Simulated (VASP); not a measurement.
# NaH8ClO4 in VASP: single point with PBE+D3(BJ)

Aim: the single point of NaH8ClO4 with PBE+D3(BJ).

All numbers are computed with VASP 6.6.1; they aren't measurements. Logs are shortened: lines on timing, memory, paths and dates and some standing lists are left out, and cuts for length are marked.

## 1. The cell of the first run

The cell holds an amorphous packing of atoms, 14 atoms: a = 5.474 Å, b = 5.474 Å, c = 5.474 Å, α = 90.00°, β = 90.00°, γ = 90.00°.

## 2. Single point, PBE+D3(BJ)

The input, INCAR:

```
SYSTEM = NaH8ClO4
ALGO     = Normal         ! electronic algorithm
EDIFF    = 1E-6           ! SCF threshold, eV
ENCUT    = 520            ! plane-wave cutoff, eV
GGA      = PE             ! functional
ISIF     = 2              ! what is computed and relaxed
ISMEAR   = -1             ! smearing method
IVDW     = 12             ! dispersion correction
LASPH    = .True.         ! aspherical terms in the spheres
LCHARG   = .False.        ! write CHGCAR
LREAL    = .False.        ! projectors in reciprocal space
LWAVE    = .False.        ! write WAVECAR
NBANDS   = 36             ! bands
NELM     = 60             ! most SCF steps
PREC     = Accurate       ! precision mode
SIGMA    = 0.02           ! smearing width, eV
```

The input, KPOINTS:

```
k-points
0
Gamma
  1 1 1
  0 0 0
```

The input, POSCAR:

```
NaH8ClO4
1.0
    5.4737040000      0.0000000000      0.0000000000
    0.0000000000      5.4737040000      0.0000000000
    0.0000000000      0.0000000000      5.4737040000
O H Na Cl
4 8 1 1
Direct
    0.3323191785      0.2962507794      0.4632919301
    0.5228580054      0.7069524099      0.2627558778
    0.2976048240      0.0630734787     -0.0553991695
   -0.0322926582      0.8574864685      0.5305190052
    0.4135727806      0.4481698620      0.4089736238
    0.2590972010      0.2336629466      0.3130093298
    0.3895915298      0.6849130026      0.1445784961
    0.6729601065      0.6529215097      0.1757157858
    0.2081221252      0.1988168498     -0.1312871273
    0.1756547704     -0.0684914370     -0.0441494208
   -0.0106720088      0.7773461707      0.3717798356
   -0.0037822166      0.7276976917      0.6528779710
    0.5629098855     -0.0196993386      0.5978919390
    0.0008033768      0.5620851060      0.0051175234
```

Potentials or basis: VASP PAW PBE potentials, release 64 (O, H, Na_pv, Cl).

Run with:

```console
$ cat potpaw_PBE.64/O/POTCAR potpaw_PBE.64/H/POTCAR potpaw_PBE.64/Na_pv/POTCAR potpaw_PBE.64/Cl/POTCAR > POTCAR
$ mpirun -np 1 vasp_gam > vasp.out
```

OUTCAR:

```text
SYSTEM = NaH8ClO4
   EDIFF = 1E-6
   ENCUT = 520
   GGA = PE
   ISIF = 2
   ISMEAR = -1
   IVDW = 12
   LASPH = .True.
   LREAL = .False.
   NELM = 60
   PREC = Accurate
 IVDW          = 12

 ion  position               nearest neighbor table
   1  0.332  0.296  0.463-   6 0.98   5 0.99  13 2.26
   2  0.523  0.707  0.263-   7 0.98   8 0.99  13 2.38
   3  0.298  0.063  0.945-   9 0.98  10 0.98
   4  0.968  0.857  0.531-  11 0.98  12 0.99  13 2.34
   5  0.414  0.448  0.409-   1 0.99
   6  0.259  0.234  0.313-   1 0.98
   7  0.390  0.685  0.145-   2 0.98
   8  0.673  0.653  0.176-   2 0.99
   9  0.208  0.199  0.869-   3 0.98
  10  0.176  0.932  0.956-   3 0.98
  11  0.989  0.777  0.372-   4 0.98
  12  0.996  0.728  0.653-   4 0.99
  13  0.563  0.980  0.598-   1 2.26   4 2.34   2 2.38
  14  0.001  0.562  0.005-

  LATTYP: Found a simple cubic cell.
 ALAT       =     5.4737040000

  Lattice vectors:

 A1 = (   5.4737040000,   0.0000000000,   0.0000000000)
 A2 = (   0.0000000000,   5.4737040000,   0.0000000000)
 A3 = (   0.0000000000,   0.0000000000,   5.4737040000)

Analysis of symmetry for initial positions (statically):
=====================================================================
 Subroutine PRICEL returns:
 Original cell was already a primitive cell.

 Routine SETGRP: Setting up the symmetry group for a
 simple cubic supercell.

 Subroutine GETGRP returns: Found  1 space group operations
 (whereof  1 operations were pure point group operations)
 out of a pool of 48 trial point group operations.

The static configuration has the point symmetry C_1 .

Analysis of symmetry for dynamics (positions and initial velocities):
=====================================================================
 Subroutine PRICEL returns:
 Original cell was already a primitive cell.

 Routine SETGRP: Setting up the symmetry group for a
 simple cubic supercell.

 Subroutine GETGRP returns: Found  1 space group operations
 (whereof  1 operations were pure point group operations)
 out of a pool of 48 trial point group operations.

The dynamic configuration has the point symmetry C_1 .

 Subroutine INISYM returns: Found  1 space group operations
 (whereof  1 operations are pure point group operations),
 and found     1 'primitive' translations

----------------------------------------------------------------------------------------

                                     Primitive cell

  volume of cell :     164.0000

  direct lattice vectors                    reciprocal lattice vectors
     5.473704000  0.000000000  0.000000000     0.182691647  0.000000000  0.000000000
     0.000000000  5.473704000  0.000000000     0.000000000  0.182691647  0.000000000
     0.000000000  0.000000000  5.473704000     0.000000000  0.000000000  0.182691647

  length of vectors
     5.473704000  5.473704000  5.473704000     0.182691647  0.182691647  0.182691647

  position of ions in fractional coordinates (direct lattice)
     0.332319179  0.296250779  0.463291930
     0.522858005  0.706952410  0.262755878
     0.297604824  0.063073479  0.944600831
     0.967707342  0.857486468  0.530519005
     0.413572781  0.448169862  0.408973624
     0.259097201  0.233662947  0.313009330
     0.389591530  0.684913003  0.144578496
     0.672960106  0.652921510  0.175715786
     0.208122125  0.198816850  0.868712873
     0.175654770  0.931508563  0.955850579
     0.989327991  0.777346171  0.371779836
     0.996217783  0.727697692  0.652877971
     0.562909885  0.980300661  0.597891939
     0.000803377  0.562085106  0.005117523

  ion indices of the primitive-cell ions
   primitive index   ion index
                 1           1
                 2           2
                 3           3
                 4           4
                 5           5
                 6           6
                 7           7
                 8           8
                 9           9
                10          10
                11          11
                12          12
                13          13
                14          14

----------------------------------------------------------------------------------------

 KPOINTS: k-points

Automatic generation of k-mesh.
 Grid dimensions read from file:
 generate k-points for:    1    1    1

 Generating k-lattice:

  Cartesian coordinates                     Fractional coordinates (reciprocal lattice)
     0.182691647  0.000000000  0.000000000     1.000000000  0.000000000  0.000000000
     0.000000000  0.182691647  0.000000000     0.000000000  1.000000000  0.000000000
     0.000000000  0.000000000  0.182691647     0.000000000  0.000000000  1.000000000

  Length of vectors
     0.182691647  0.182691647  0.182691647

  Shift w.r.t. Gamma in fractional coordinates (k-lattice)
     0.000000000  0.000000000  0.000000000

 Subroutine IBZKPT returns following result:
 ===========================================

 Found      1 irreducible k-points:

 Following reciprocal coordinates:
            Coordinates               Weight
  0.000000  0.000000  0.000000      1.000000
   k-points           NKPTS =      1   k-points in BZ     NKDIM =      1   number of bands    NBANDS=     36
   number of dos      NEDOS =    301   number of ions     NIONS =     14
   total plane-waves  NPLWV =  74088
   dimension x,y,z NGX =    42 NGY =   42 NGZ =   42
   dimension x,y,z NGXF=    84 NGYF=   84 NGZF=   84
   ions per type =               4   8   1   1
   NGX,Y,Z   is equivalent  to a cutoff of  12.76, 12.76, 12.76 a.u.
   NGXF,Y,Z  is equivalent  to a cutoff of  25.51, 25.51, 25.51 a.u.
 SYSTEM =  NaH8ClO4
   PREC   = accura    normal or accurate (medium, high low for compatibility)
   ISTART =      0    job   : 0-new  1-cont  2-samecut
   ICHARG =      2    charge: 1-file 2-atom 10-const
   ISPIN  =      1    spin polarized calculation?
   LNONCOLLINEAR =      F non collinear calculations
   LSORBIT =      F    spin-orbit coupling
   LASPH  =      T    aspherical Exc in radial PAW
   ENCUT  =  520.0 eV  38.22 Ry    6.18 a.u.  10.18 10.18 10.18*2*pi/ulx,y,z
   NELM   =     60;   NELMIN=  2; NELMDL= -5     # of ELM steps
   EDIFF  = 0.1E-05   stopping-criterion for ELM
   LREAL  =      F    real-space projection
   EDIFFG = 0.1E-04   stopping-criterion for IOM
   NSW    =      0    number of steps for IOM
   IBRION =     -1    ionic relax: 0-MD 1-quasi-New 2-CG
   NFREE  =      0    steps in history (QN), initial steepest desc. (CG)
   ISIF   =      2    stress and relaxation
   ISYM   =      2    0-nonsym 1-usesym 2-fastsym
   POTIM  = 0.5000    time-step for ionic-motion
   TEBEG  =    0.0;   TEEND  =   0.0 temperature during run
   PSTRESS=    0.0 pullay stress
   NELECT =      46.0000    total number of electrons
   NUPDOWN=      -1.0000    fix difference up-down
   EMIN   =  10.00;   EMAX   =-10.00  energy-range for DOS
   EFERMI =   0.00;   METHOD = LEGACY
   ISMEAR =    -1;   SIGMA  =   0.02  broadening in eV -4-tet -1-fermi 0-gaus
   EFERMI_NEDOS =   21; number of points for ismear=-14 and -15
   IALGO  =     38    algorithm
   IMIX   =      4    mixing-type and parameters
     AMIX     =   0.40;   BMIX     =  1.00
     AMIX_MAG =   1.60;   BMIX_MAG =  1.00
  volume/ion in A,a.u.               =      11.71        79.05
  Fermi-wavevector in a.u.,A,eV,Ry     =   1.071633  2.025093 15.624898  1.148398
  Thomas-Fermi vector in A             =   2.207379
   LORBIT       =      0    0 simple, 1 ext, 2 COOP (PROOUT), +10 PAW based schemes
   GGA     = PE    functional components
   LHFCALC =     F    Hartree Fock is set to
   AEXX    =    0.0000 exact exchange contribution
   IVDW    =    12    specifies the selected vdW correction
   LEPSILON=     F    determine dielectric tensor
   LRPA    =     F    only Hartree local field effects (RPA)
 non-spin polarized calculation
  energy-cutoff  :      520.00
  volume of cell :      164.00
 maximum number of plane-waves:      2193
 NGX is ok and might be reduce to    42
   NGX = 21   NGY = 21   NGZ = 21

 number of electron      46.0000001 magnetization

 Free energy of the ion-electron system (eV)
  ---------------------------------------------------
  ext. energy  EPLUGINS =         0.00000000
  ---------------------------------------------------
  free energy    TOTEN  =       -64.73087265 eV

  energy without entropy =      -64.73087265  energy(sigma->0) =      -64.73087265

 E-fermi :  -2.1895     XC(G=0):  -7.1233

 val. band max:       -2.7681400731   @ k =   0.0000   0.0000   0.0000
 cond. band min:       1.9612522289   @ k =   0.0000   0.0000   0.0000
 fundamental gap:      4.7293923020
 Fermi energy:        -2.1894835322

 k-point     1 :       0.0000    0.0000    0.0000
  band No.  band energies     occupation
      1     -23.3771      2.00000
      2     -23.3508      2.00000
      3     -23.2974      2.00000
      4     -21.7295      2.00000
      5     -21.2449      2.00000
      6     -21.1162      2.00000
      7     -20.7442      2.00000
      8     -14.8766      2.00000
      9      -9.6632      2.00000
     10      -9.1331      2.00000
     11      -8.9674      2.00000
     12      -8.6589      2.00000
     13      -6.1542      2.00000
     14      -5.8211      2.00000
     15      -5.5890      2.00000
     16      -5.4872      2.00000
     17      -3.8502      2.00000
     18      -3.4647      2.00000
     19      -3.3902      2.00000
     20      -3.2305      2.00000
     21      -3.0934      2.00000
     22      -3.0649      2.00000
     23      -2.7681      2.00000
     24       1.9613      0.00000
     25       5.1151      0.00000
     26       5.6205      0.00000
     27       6.6272      0.00000
     28       7.0285      0.00000
     29       7.1505      0.00000
     30       7.7633      0.00000
     31       7.8478      0.00000
     32       7.9715      0.00000
     33       8.3090      0.00000
     34       9.1518      0.00000
     35       9.3797      0.00000
 [bands above 35 left out]

------------------------ aborting loop because EDIFF is reached ----------------------------------------

 Edisp (eV)   -0.78317

 E8    (eV) :    -0.2219

  FORCE on cell =-STRESS in cart. coord.  units (eV):
  Direction    XX          YY          ZZ          XY          YZ          ZX
  --------------------------------------------------------------------------------------
  -------------------------------------------------------------------------------------
  Total       0.24043     1.53582     0.36357     0.08412    -1.30789     0.83139
  in kB       2.34886    15.00397     3.55181     0.82183   -12.77727     8.12211
  external pressure =        6.97 kB  Pullay stress =        0.00 kB

 VOLUME and BASIS-vectors are now :
 -----------------------------------------------------------------------------
  energy-cutoff  :      520.00
  volume of cell :      164.00
      direct lattice vectors                 reciprocal lattice vectors
     5.473704000  0.000000000  0.000000000     0.182691647  0.000000000  0.000000000
     0.000000000  5.473704000  0.000000000     0.000000000  0.182691647  0.000000000
     0.000000000  0.000000000  5.473704000     0.000000000  0.000000000  0.182691647

 POSITION                                       TOTAL-FORCE (eV/Angst)
 -----------------------------------------------------------------------------------
      1.81902      1.62159      2.53592         0.010082      0.134616      0.015493
      2.86197      3.86965      1.43825         0.034279     -0.172215     -0.027822
      1.62900      0.34525      5.17047        -0.104114     -0.045951     -0.065056
      5.29694      4.69363      2.90390         0.018530     -0.007247     -0.004511
      2.26377      2.45315      2.23860        -0.011623     -0.010021     -0.020180
      1.41822      1.27900      1.71332        -0.029811     -0.009145     -0.007255
      2.13251      3.74901      0.79138        -0.063459      0.079321      0.085197
      3.68358      3.57390      0.96182        -0.005639      0.062123      0.062853
      1.13920      1.08826      4.75508         0.120606     -0.001608     -0.011750
      0.96148      5.09880      5.23204         0.002143     -0.042987      0.009334
      5.41529      4.25496      2.03501         0.027516     -0.023915     -0.054410
      5.45300      3.98320      3.57366        -0.002090      0.018658      0.046726
      3.08120      5.36588      3.27268        -0.050787      0.009083      0.010057
      0.00440      3.07669      0.02801         0.054366      0.009287     -0.038676
 -----------------------------------------------------------------------------------
    total drift:                               -0.001155     -0.000079     -0.000684

  FREE ENERGIE OF THE ION-ELECTRON SYSTEM (eV)
  ---------------------------------------------------
  free  energy   TOTEN  =       -65.5140473479 eV

  energy  without entropy=      -65.5140473479  energy(sigma->0) =      -65.51404735
```

It took 23 s on 1 thread of AMD EPYC 7R13, shared host; peak memory 0.21 GiB.

Results:

| Quantity | Value |
| --- | --- |
| Free energy | -65.5140 eV |
| Pressure | 0.7 GPa |
| Largest force | 0.178 eV/Å |
| Band gap on the k mesh | 4.73 eV |
| Dispersion energy per atom | -0.056 eV |

Forces on the atoms (eV/Å):
```
O    0.010  0.135  0.015
O    0.034 -0.172 -0.028
O   -0.104 -0.046 -0.065
O    0.019 -0.007 -0.005
H   -0.012 -0.010 -0.020
H   -0.030 -0.009 -0.007
H   -0.063  0.079  0.085
H   -0.006  0.062  0.063
H    0.121 -0.002 -0.012
H    0.002 -0.043  0.009
H    0.028 -0.024 -0.054
H   -0.002  0.019  0.047
Na  -0.051  0.009  0.010
Cl   0.054  0.009 -0.039
```

Stress tensor (GPa, compression positive):
```
 0.23  0.08  0.81
 0.08  1.50 -1.28
 0.81 -1.28  0.36
```

Caveat: the k points lie up to 1.15 Å⁻¹ apart.
